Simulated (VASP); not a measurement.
TiTe2 (1T), 3 atoms in the cell. The structure is trigonal, space group P-3m1 (No. 164). Conventional cell: a = 3.624 Å, b = 3.624 Å, c = 6.232 Å, α = 90.00°, β = 90.00°, γ = 120.00°. Within 3.6 Å of Ti (site symmetry -3m) lie 6 Te at 2.70 Å. Within 3.6 Å of Te (site symmetry 3m) lie 3 Ti at 2.70 Å and 3 Te at 3.50 Å. 

- Program: VASP 6.6.1
- Task: relaxation of cell and atoms
- Functional: LDA
- Potentials or basis: VASP PAW LDA potentials, release 64 (Ti_sv, Te)
- Cutoff: 600 eV
- k mesh: 12 × 12 × 8
- Occupations: gaussian, width 0.03 eV
- Spin: no spin polarisation
- Target pressure: 4 GPa
- Dipole correction: no
- Further INCAR settings: ALGO = Normal; EDIFF = 1e-07; IBRION = 2; EDIFFG = -0.002; NSW = 80; ISIF = 3

Potentials or basis: VASP PAW LDA potentials, release 64 (Ti_sv, Te).

Run with:

```console
$ cat potpaw_LDA.64/Ti_sv/POTCAR potpaw_LDA.64/Te/POTCAR > POTCAR
$ mpirun -np 1 vasp_std > vasp.out
```

Hardware: 1 thread of Intel(R) Xeon(R) Platinum 8259CL CPU @ 2.50GHz (Skylake/Cascade Lake), with other jobs on the host.

How long does it take, and how much memory?

Wall time 23 min on 1 thread of Intel(R) Xeon(R) Platinum 8259CL CPU @ 2.50GHz (Skylake/Cascade Lake) (shared host), peak memory 0.33 GiB. Counts: scf iterations 111, k points 131, ion steps 13.
